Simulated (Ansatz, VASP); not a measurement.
## Two plane-wave programs on Cs

```
Cs
1.0
     8.54256    0.00000    0.00000
    -4.27128    7.39807    0.00000
     0.00000    0.00000    5.13226
Cs
3
Direct
  0.00000 0.00000 0.00000
  0.33333 0.66667 0.50000
  0.66667 0.33333 0.50000
```

Alike in both runs: task single point; functional PBE; k mesh 6 × 6 × 8; occupations fermi-dirac, width 0.1 eV; no spin polarisation.

|  | VASP | Ansatz |
| --- | --- | --- |
| version | VASP 6.6.1 | Ansatz 0.2.0 |
| potentials or method | VASP PAW PBE potentials, release 64 (Cs_sv), cutoff 520 eV | plane waves (420 eV) with PAW, scalar-relativistic |
| valence electrons in the cell | 27 | 27 |

|  | VASP | Ansatz | Ansatz less VASP |
| --- | --- | --- | --- |
| pressure (GPa) | 0.2 | 0.2 | +0.01 |

With one functional, cell and mesh, what is left measures potentials, basis and numerics.

Neither program's run includes spin-orbit coupling.
